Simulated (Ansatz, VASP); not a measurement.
## One calculation of BaTiO3, two programs

The input INCAR:

```
SYSTEM = BaTiO3
ALGO     = Normal         ! electronic algorithm
EDIFF    = 1E-7           ! SCF threshold, eV
EDIFFG   = -0.02          ! ionic threshold
ENCUT    = 520            ! plane-wave cutoff, eV
GGA      = PE             ! functional
IBRION   = 2              ! ionic algorithm
ISIF     = 2              ! what is computed and relaxed
ISMEAR   = -1             ! smearing method
LASPH    = .TRUE.         ! aspherical terms in the spheres
LCHARG   = .FALSE.        ! write CHGCAR
LREAL    = .FALSE.        ! projectors in reciprocal space
LWAVE    = .FALSE.        ! write WAVECAR
NELM     = 60             ! most SCF steps
NSW      = 80             ! ionic steps
PREC     = Accurate       ! precision mode
SIGMA    = 0.02           ! smearing width, eV
```

Contents of KPOINTS:

```
k-points
0
G
  8 8 8
  0 0 0
```

Contents of POSCAR:

```
BaTiO3
1.0
    2.8276671207      1.6325543733      2.3872639731
   -2.8276671207      1.6325543733      2.3872639731
    0.0000000000     -3.2651087466      2.3872639731
Ba Ti O
1 1 3
Direct
   -0.0019542700     -0.0019542700     -0.0019542700
    0.4863645393      0.4863645393      0.4863645393
    0.5100995850      0.5100995850      0.0166905607
    0.0166905607      0.5100995850      0.5100995850
    0.5100995850      0.0166905607      0.5100995850
```

Input for Ansatz:

```yaml
crystal:
  lattice:
    - [2.8276671207, 1.6325543733, 2.3872639731]
    - [-2.8276671207, 1.6325543733, 2.3872639731]
    - [0.0, -3.2651087466, 2.3872639731]
  atoms:
    - { symbol: Ba, position: [-0.00195427, -0.00195427, -0.00195427] }
    - { symbol: Ti, position: [0.4863645393, 0.4863645393, 0.4863645393] }
    - { symbol: O, position: [0.510099585, 0.510099585, 0.0166905607] }
    - { symbol: O, position: [0.0166905607, 0.510099585, 0.510099585] }
    - { symbol: O, position: [0.510099585, 0.0166905607, 0.510099585] }
kpoints:
  mp_grid: { grid: [8, 8, 8] }
scf:
  occupations: { method: fermi_dirac, width: 0.02 }
hamiltonian:
  xc: pbe
  pseudopotentials: { kind: paw, frozen_core: stored }
output:
  forces: true
  stress: true
  populations: true
  efg: { quadrupole_moments_barn: { Ba: 0.236, Ti: 0.247, O: -0.02558 } }
relax:
  f_tol: 0.02
  max_steps: 60
```

Change from the starting cell: z stretched by +3 %, ions relaxed.

Alike in both runs: task relaxation of the atoms; functional PBE; k mesh 8 × 8 × 8; occupations fermi-dirac, width 0.02 eV; no spin polarisation.

|  | VASP | Ansatz |
| --- | --- | --- |
| version | VASP 6.6.1 | Ansatz 0.2.0 |
| potentials or method | VASP PAW PBE potentials, release 64 (Ba_sv, Ti_sv, O) | plane-wave PAW, scalar-relativistic |
| plane-wave cutoff (eV) | 520 | 420 |
| valence electrons in the cell | 40 | 40 |

|  | VASP | Ansatz | Ansatz less VASP |
| --- | --- | --- | --- |
| gap on the k mesh at the Fermi level, each at its own relaxed structure (eV) | 2.50 | 2.63 | +0.131 |

Ansatz's warnings: stress scf threshold loose.

Neither program's run includes spin-orbit coupling.
